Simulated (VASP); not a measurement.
Runs of VASP 6.6.1 on Cd. The structure is that of space group P6_3/mmc (No. 194), or close to it. The cells are those of the table. 

```tsv
cell	further INCAR settings	gap on the mesh (eV)	pressure (GPa)	largest force (eV/Å)
a = 2.979, b = 3.001, c = 5.618 Å, angles 90.0, 90.0, 119.8°, 2 atoms	ALGO = Fast; EDIFF = 1e-06; NBANDS = 19	none	-1.7	0.01
a = 2.979, b = 3.018, c = 5.618 Å, angles 90.0, 90.0, 119.6°, 2 atoms	ALGO = Fast; EDIFF = 1e-07; NBANDS = 19	none	-2.1	0.01
a = 2.979, b = 3.012, c = 5.618 Å, angles 90.0, 90.0, 119.6°, 2 atoms	ALGO = Fast; EDIFF = 1e-06; NBANDS = 19	none	-2.0	0.01
a = 2.979, b = 3.024, c = 5.618 Å, angles 90.0, 90.0, 119.5°, 2 atoms	ALGO = Fast; EDIFF = 1e-07; NBANDS = 19	none	(a)	0.02
```

Alike in all rows: task single point; level PBEsol; potentials or basis VASP PAW PBE potentials, release 64 (Cd); no spin polarisation; k mesh 18 × 18 × 8; cutoff (eV) 520; smearing gaussian 0.15 eV.

Problem. Fill in the values left out.

Solution. (a) -2.2.

Caveats: the PAW data sets were made with another functional, which shifts forces and pressure a little.

A k mesh can miss the band edges, and the runs leave out spin-orbit coupling on Cd.

A gap of «none» marks levels without a gap at the run's occupations.
